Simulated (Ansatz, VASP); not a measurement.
Hg in VASP and in Ansatz

INCAR

```
PREC     = Accurate       # precision mode
ENCUT    = 520            # plane-wave cutoff, eV
EDIFF    = 1E-6           # SCF threshold, eV
ISMEAR   = -1             # smearing method
SIGMA    = 0.03           # smearing width, eV
LREAL    = False          # projectors in reciprocal space
LASPH    = True           # aspherical terms in the spheres
NELM     = 60             # most SCF steps
ALGO     = Normal         # electronic algorithm
ISIF     = 2              # what is computed and relaxed
LWAVE    = False          # write WAVECAR
LCHARG   = True           # write CHGCAR
GGA      = CA             # functional
LELF     = True           # ELF
LVHAR    = True         
NBANDS   = 12             # bands
```

KPOINTS

```
Automatic mesh
0
Gamma
  12 12 12
```

File POSCAR:

```
Hg
1.0
    1.7461645364      1.0186362309      2.2476440834
   -1.7138363742      1.0013362263      2.2303440789
    0.0011818377     -1.9864624571      2.2240118377
Hg
1
Direct
    0.0000000000      0.0000000000      0.0000000000
```

Input for Ansatz:

```yaml
crystal:
  lattice:
    - [1.7461645364, 1.0186362309, 2.2476440834]
    - [-1.7138363742, 1.0013362263, 2.2303440789]
    - [0.0011818377, -1.9864624571, 2.2240118377]
  atoms:
    - { symbol: Hg, position: [0.0, 0.0, 0.0] }
kpoints:
  mp_grid: { grid: [12, 12, 12] }
  band_path:
    path:
      - [0.0, 0.0, 0.0]
      - [-0.5, 0.0, 0.0]
      - [0.0, 0.0, -0.5]
      - [0.0, 0.0, 0.0]
      - [0.0, -0.5, 0.0]
      - [-0.5, -0.5, -0.5]
      - [0.0, 0.0, 0.0]
      - [0.0, -0.5, -0.5]
      - [-0.5, -0.5, 0.0]
    npoints: 5
scf:
  occupations: { method: fermi_dirac, width: 0.03 }
hamiltonian:
  xc: lda
  pseudopotentials: { kind: all_electron, lapw: { basis_error: 0.0005 } }
output:
  forces: true
  stress: true
  eigenvalues: true
```

Change from the starting cell: equal xy, yz and zx shear strains of +1 %.

Alike in both runs: task single point; functional LDA; k mesh 12 × 12 × 12; occupations fermi-dirac, width 0.03 eV; no spin polarisation.

|  | VASP | Ansatz |
| --- | --- | --- |
| version | VASP 6.6.1 | Ansatz 0.2.0 |
| potentials or method | VASP PAW LDA potentials, release 64 (Hg), cutoff 520 eV | all-electron LAPW, scalar-relativistic |

|  | VASP | Ansatz | Ansatz less VASP |
| --- | --- | --- | --- |
| pressure (GPa) | -1.1 | -1.6 | -0.55 |
| traceless stress, the component that is largest in VASP (GPa) | -0.52 | -0.84 | -0.321 |

LDA's correlation is that of Perdew and Zunger in VASP and of Perdew and Wang (1992) in Ansatz. Ansatz ran all-electron here, and VASP with PAW potentials.

Neither program's run includes spin-orbit coupling.
